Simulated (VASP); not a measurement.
Runs of VASP 6.6.1 on GaP. The structure is that of space group F-43m (No. 216), or close to it. The cells are those of the table. 

| task | level | cell | k mesh | smearing | gap on the mesh (eV) | pressure (GPa) |
| --- | --- | --- | --- | --- | --- | --- |
| single point | PBE | a = 3.893, b = 3.893, c = 3.854 Å, angles 60.3, 60.3, 59.3°, 2 atoms | 4 × 4 × 4 | gaussian 0.01 eV | (c) | 1.2 |
| dielectric tensor | r2SCAN | a = 3.913, b = 3.913, c = 3.854 Å, angles 60.5, 60.5, 59.0°, 2 atoms | 6 × 6 × 6 | gaussian 0.01 eV | 1.84 | - |
| single point | PBE | a = 3.816, b = 3.816, c = 3.854 Å, angles 59.7, 59.7, 60.7°, 2 atoms | 8 × 8 × 8 | fermi-dirac 0.02 eV | 1.41 | 4.2 |
| single point | PBE | a = 3.913, b = 3.913, c = 3.854 Å, angles 60.5, 60.5, 59.0°, 2 atoms | 4 × 4 × 4 | gaussian 0.01 eV | 1.49 | 0.3 |
| single point | r2SCAN | a = 3.932, b = 3.932, c = 3.854 Å, angles 60.7, 60.7, 58.7°, 2 atoms | 8 × 8 × 8 | gaussian 0.01 eV | 1.76 | -3.2 |
| dielectric tensor | r2SCAN | a = 3.854 Å, angles 60.0°, 2 atoms | 6 × 6 × 6 | gaussian 0.01 eV | 1.91 | - |
| single point | r2SCAN | a = 3.893, b = 3.893, c = 3.854 Å, angles 60.3, 60.3, 59.3°, 2 atoms | 8 × 8 × 8 | gaussian 0.01 eV | 1.83 | -1.7 |
| single point | r2SCAN | a = 3.797, b = 3.797, c = 3.854 Å, angles 59.5, 59.5, 61.0°, 2 atoms | 8 × 8 × 8 | gaussian 0.01 eV | 1.54 | 2.8 |
| single point | r2SCAN | a = 3.816, b = 3.816, c = 3.854 Å, angles 59.7, 59.7, 60.7°, 2 atoms | 8 × 8 × 8 | gaussian 0.01 eV | 1.66 | (a) |
| single point | r2SCAN | a = 3.854 Å, angles 60.0°, 2 atoms | 8 × 8 × 8 | gaussian 0.01 eV | 1.90 | 0.0 |
| single point | r2SCAN | a = 3.913, b = 3.913, c = 3.854 Å, angles 60.5, 60.5, 59.0°, 2 atoms | 8 × 8 × 8 | gaussian 0.01 eV | 1.79 | -2.5 |
| single point | PBE | a = 3.932, b = 3.932, c = 3.854 Å, angles 60.7, 60.7, 58.7°, 2 atoms | 4 × 4 × 4 | gaussian 0.01 eV | (b) | -0.4 |

Alike in all rows: potentials or basis VASP PAW PBE potentials, release 64 (Ga_d, P); no spin polarisation; cutoff (eV) 520.

Q: Fill in the values left out.

A: (a) 1.8; (b) 1.40; (c) 1.55.

Caveats: some runs use coarse meshes; the PAW data sets were made with another functional, which shifts forces and pressure a little (some runs).

A k mesh can miss the band edges, and the runs leave out spin-orbit coupling on Ga.
